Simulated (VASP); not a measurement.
# CoPdO2: relaxation of shape and atoms at fixed volume with revPBE+D3(BJ)+U

CoPdO2:

```
Co Pd O
1.0
     1.43862    0.83059    5.99512
    -1.43862    0.83059    5.99512
     0.00000   -1.66118    5.99512
Co Pd O
1 1 2
Direct
  0.50000 0.50000 0.50000
  0.00000 0.00000 0.00000
  0.11209 0.11209 0.11209
  0.88791 0.88791 0.88791
```

```
Program                : VASP 6.6.1
Task                   : relaxation of shape and atoms at fixed volume
Functional             : revPBE
Dispersion             : D3(BJ)
Potentials or basis    : VASP PAW PBE potentials, release 64 (Co, Pd, O)
Cutoff                 : 600 eV
k mesh                 : 10 × 10 × 10
Occupations            : gaussian, width 0.05 eV
Spin                   : collinear spin, zero start
Starting moments       : [0.0, 0.0, 0.0, 0.0] μB
Hubbard terms          : Co d U = 3.3 eV
Dipole correction      : no
Further INCAR settings : ALGO = Normal; EDIFF = 1e-06; IBRION = 2; EDIFFG = -0.01; NSW = 60; ISIF = 4
```

| Item | Value |
| --- | --- |
| Energy gained by relaxing | 0.2 meV/atom |
| Ionic steps | 4 |
| Pressure after relaxing | -8.6 GPa |
| Largest force after relaxing | 0.005 eV/Å |
| Net moment | 0.00 μB per cell |
| Valence electrons inside the program's atomic spheres | Co 8.33; Pd 9.33; O 5.00 |
| Dispersion energy per atom | -0.543 eV |

Forces in eV/Å, atoms in the order of the input:
```
Co   0.000  0.000  0.000
Pd   0.000  0.000  0.000
O    0.000  0.000  0.005
O    0.000  0.000 -0.005
```

Stress tensor (GPa, compression positive):
```
-8.60  0.00  0.00
 0.00 -8.60  0.00
 0.00  0.00 -8.48
```

Step by step:
| step | energy change (eV) | largest force (eV/Å) | pressure (GPa) | volume (Å³) |
| --- | --- | --- | --- | --- |
| 1 | 0.0000 | 0.1255 | -8.82 | 42.98 |
| 2 | -0.0009 | 0.0099 | -8.61 | 42.98 |
| 3 | -0.0009 | 0.0124 | -8.58 | 42.98 |
| 4 | -0.0009 | 0.0049 | -8.56 | 42.98 |

Final structure:
```xyz
4
Lattice="1.4403 0.8316 5.9809 -1.4403 0.8316 5.9809 0.0000 -1.6631 5.9809" Properties=species:S:1:pos:R:3 pbc="T T T"
Co    0.0000    0.0000    8.9714
Pd    0.0000    1.6631   11.9619
O     0.0000    0.0000    2.0174
O     0.0000    0.0000   15.9255
```

Levels at points of the mesh, in eV from the Fermi level:
Spin up:
```csv
k point,band 14,band 15,band 16,band 17,band 18,band 19
"(0.00, 0.00, 0.00)",-2.04,-1.41,-1.41,2.31,2.31,2.91
"(0.50, 0.00, 0.00)",-1.22,-0.35,0.82,1.60,1.99,3.62
"(0.50, 0.50, 0.00)",-1.64,-0.35,0.31,2.16,2.26,3.66
"(0.50, 0.50, 0.50)",-1.54,-0.66,-0.66,2.05,2.05,4.18
```
Spin down:
```
           k point  band 14  band 15  band 16  band 17  band 18  band 19
(0.00, 0.00, 0.00)    -2.04    -1.41    -1.41     2.31     2.31     2.91
(0.50, 0.00, 0.00)    -1.22    -0.35     0.82     1.60     1.99     3.62
(0.50, 0.50, 0.00)    -1.64    -0.35     0.31     2.16     2.26     3.66
(0.50, 0.50, 0.50)    -1.54    -0.66    -0.66     2.05     2.05     4.18
```

Eigenvalues of the final occupation matrices:
| site | spin | trace | eigenvalues |
| --- | --- | --- | --- |
| site 1 d | 1 | 3.67 | 0.39 0.39 0.96 0.96 0.97 |
| site 1 d | 2 | 3.67 | 0.39 0.39 0.96 0.96 0.97 |

Wall time 47 min on 1 thread of Intel Xeon 8259CL, on a shared host, peak memory 0.61 GiB.

Caveat: the PAW data sets were made with another functional, which shifts forces and pressure a little.
